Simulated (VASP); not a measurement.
Crystal: ZrTa2C2.

```
Zr Ta C
1.0
    -1.93670    1.93670    4.75829
     1.93670   -1.93670    4.75829
     1.93670    1.93670   -4.75829
Zr Ta C
1 2 2
Direct
  0.00000 0.00000 0.00000
  0.75000 0.25000 0.50000
  0.25000 0.75000 0.50000
  0.38800 0.38800 0.00000
  0.61200 0.61200 0.00000
```

The cell was generated, and may not be a known phase.

```yaml
Program: VASP 6.6.1
Task: relaxation of cell and atoms
Functional: PBE
Potentials_or_basis: VASP PAW PBE potentials, release 64 (Zr_sv, Ta_pv, C)
Cutoff: 600 eV
k_mesh: 6 × 6 × 6
Occupations: gaussian, width 0.1 eV
Spin: no spin polarisation
```

At the start: pressure -7.5 GPa; volume 14.28 Å³/atom.

Problem. Where does the relaxation end?

Solution. Over 26 steps the energy falls by 206.2 meV/atom and the volume is 13.28 Å³/atom (-7.0 %); space group I4/mmm (No. 139, to 0.1 Å) before and after.

Step by step:
```tsv
step	energy change (eV)	largest force (eV/Å)	pressure (GPa)	volume (Å³)
1	0.0000	0.4683	-7.54	71.39
2	-0.1881	1.2887	15.10	64.53
3	-0.2722	0.9897	5.98	66.83
4	-0.4268	0.5575	-1.55	68.36
5	-0.4271	0.5771	-1.17	68.28
6	-0.4754	0.7830	-0.50	67.61
7	-0.6672	1.2085	2.71	65.63
8	-0.5557	2.5462	20.38	61.79
9	-0.7436	1.2210	4.91	64.79
10	-0.8208	0.4963	10.63	63.28
11	-0.8216	0.7037	9.58	63.50
12	-0.8282	0.6238	9.74	63.47
13	-0.8426	0.3381	10.27	63.38
14	-0.8392	0.4661	11.71	63.21
15	-0.8470	0.0615	10.78	63.31
16	-0.8592	0.0548	10.29	63.44
17	-0.8926	0.0356	8.68	63.82
18	-0.9459	0.0008	5.70	64.59
19	-1.0028	0.0627	0.26	66.14
20	-1.0085	0.0848	-1.78	66.79
21	-1.0143	0.1100	-1.46	66.71
22	-1.0260	0.1895	-0.42	66.44
23	-1.0217	0.3802	1.84	65.90
24	-1.0289	0.2573	0.44	66.23
25	-1.0302	0.1764	0.20	66.28
26	-1.0311	0.0167	-0.38	66.41
```

Final structure:
```xyz
5
Lattice="-1.8473 1.8473 4.8649 1.8473 -1.8473 4.8649 1.8473 1.8473 -4.8649" Properties=species:S:1:pos:R:3 pbc="T T T"
Zr    1.8473    1.8473   -4.8649
Ta    0.0000    1.8473    2.4324
Ta    1.8473    0.0000    2.4324
C     0.0000    0.0000    4.1036
C     0.0000    0.0000    5.6261
```
